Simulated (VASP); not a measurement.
Set up this calculation in VASP 6.6.1, as the native input.

- Task: single point
- Functional: PBE-based global hybrid with 35 % exact exchange
- Potentials or basis: VASP PAW PBE potentials, release 64 (Ga_d, Sb)
- Cutoff: 400 eV
- k mesh: 4 × 4 × 4
- Occupations: gaussian, width 0.01 eV
- Spin: no spin polarisation
- Dipole correction: no
- Grid for exact exchange (PRECFOCK): Normal
- Share of exact exchange: 0.35
- Further INCAR settings: ALGO = Normal; EDIFF = 1e-06; NBANDS = 16

The system is GaSb.

```
Ga Sb
1.0
     0.00000    3.05900    3.05900
     3.05900    0.00000    3.05900
     3.05900    3.05900    0.00000
Ga Sb
1 1
Direct
  0.00000 0.00000 0.00000
  0.75000 0.75000 0.75000
```

One way to write it, as run:

POSCAR

```
GaSb
1.0
    0.0000000000      3.0590000000      3.0590000000
    3.0590000000      0.0000000000      3.0590000000
    3.0590000000      3.0590000000      0.0000000000
Ga Sb
1 1
Direct
    0.0000000000      0.0000000000      0.0000000000
    0.7500000000      0.7500000000      0.7500000000
```

INCAR.step1

```
PREC = Accurate ; ENCUT = 400
EDIFF = 1E-5 ; ISMEAR = 0
SIGMA = 0.01 ; LREAL = False
LASPH = True ; NELM = 120
ALGO = Normal ; ISIF = 2
LWAVE = True ; GGA = PE
NBANDS = 16 ; GGA_COMPAT = False
```

INCAR.step2

```
PREC = Accurate ; ENCUT = 400
EDIFF = 1E-6 ; ISMEAR = 0
SIGMA = 0.01 ; LREAL = False
LASPH = True ; NELM = 120
ALGO = Normal ; ISIF = 2
LWAVE = False ; LCHARG = True
GGA = PE ; LHFCALC = True
AEXX = 0.35 ; PRECFOCK = Normal
LELF = True ; LVHAR = True
ISTART = 1 ; NBANDS = 16
GGA_COMPAT = False
```

KPOINTS

```
regular mesh
0
Gamma
  4 4 4
```

Potentials or basis: VASP PAW PBE potentials, release 64 (Ga_d, Sb).

Launch:

```bash
$ cat potpaw_PBE.64/Ga_d/POTCAR potpaw_PBE.64/Sb/POTCAR > POTCAR
$ cp INCAR.step1 INCAR
$ mpirun -np 1 vasp_std > vasp.out
$ cp INCAR.step2 INCAR
$ mpirun -np 1 vasp_std > vasp.out
```

Results of the run:

```
Pressure               : -1.4 GPa
Band gap on the k mesh : 2.31 eV
```

Caveat: the k points lie up to 0.44 Å⁻¹ apart; the PAW data sets were made with another functional, which shifts forces and pressure a little; spin-orbit coupling is left out, which moves the levels of the heavy elements.

It took 8 min on 1 thread of Intel(R) Xeon(R) Platinum 8259CL CPU @ 2.50GHz (Skylake/Cascade Lake), with other jobs on the host, peak memory 0.17 GiB.
